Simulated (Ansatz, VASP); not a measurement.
Two plane-wave programs on W

INCAR

```
PREC     = Accurate       # precision mode
ENCUT    = 520            # plane-wave cutoff, eV
EDIFF    = 1E-7           # SCF threshold, eV
ISMEAR   = -1             # smearing method
SIGMA    = 0.05           # smearing width, eV
LREAL    = F              # projectors in reciprocal space
LASPH    = T              # aspherical terms in the spheres
NELM     = 80             # most SCF steps
ALGO     = Normal         # electronic algorithm
ISIF     = 2              # what is computed and relaxed
LWAVE    = F              # write WAVECAR
LCHARG   = F              # write CHGCAR
GGA      = RE             # functional
NBANDS   = 13             # bands
```

Contents of KPOINTS:

```
Automatic mesh
0
Gamma
  11 11 11
```

File POSCAR:

```
W
1.0
    0.0000000000      2.0300000000      2.0300000000
    2.0300000000      0.0000000000      2.0300000000
    2.0300000000      2.0300000000      0.0000000000
W
1
Direct
    0.0000000000      0.0000000000      0.0000000000
```

input.yaml

```yaml
crystal:
  lattice:
    - [0.0, 2.03, 2.03]
    - [2.03, 0.0, 2.03]
    - [2.03, 2.03, 0.0]
  atoms:
    - { symbol: W, position: [0.0, 0.0, 0.0] }
hamiltonian:
  xc: revpbe
  pseudopotentials: { kind: paw }
kpoints:
  mp_grid: { grid: [11, 11, 11] }
  band_path:
    path:
      - [[0.0, 0.0, 0.0], [0.5, 0.0, 0.5], [0.5, 0.25, 0.75], [0.375, 0.375, 0.75], [0.0, 0.0, 0.0], [0.5, 0.5, 0.5], [0.625, 0.25, 0.625], [0.5, 0.25, 0.75], [0.5, 0.5, 0.5], [0.375, 0.375, 0.75]]
      - [[0.625, 0.25, 0.625], [0.5, 0.0, 0.5]]
    npoints: 14
scf:
  occupations: { method: fermi_dirac, width: 0.05 }
  n_extra_bands: 6
output:
  forces: true
  stress: true
  eigenvalues: true
  fatbands: false
  write_density: true
  write_potential: true
  elf: true
  volumetric_format: npy
```

Alike in both runs: functional revPBE; k mesh 11 × 11 × 11; occupations fermi-dirac, width 0.05 eV; no spin polarisation.

|  | VASP | Ansatz |
| --- | --- | --- |
| version | VASP 6.6.1 | Ansatz 0.2.0 |
| potentials or method | VASP PAW PBE potentials, release 64 (W_sv) | Ansatz PAW |
| plane-wave cutoff (eV) | 520 | 420 |
| valence electrons in the cell | 14 | 14 |
| task | single point | band structure |

VASP gave:

```
gap on the k mesh at the Fermi level (eV) : none
pressure (GPa)                            : -2.0
```

**Question.** Which values does Ansatz return?

**Answer.** gap on the k mesh at the Fermi level (eV): none; pressure (GPa): -2.4.

VASP's potentials were made for PBE, not for revPBE. A gap of «none» marks a metal or a gap that the smearing closes.

Neither program's run includes spin-orbit coupling.
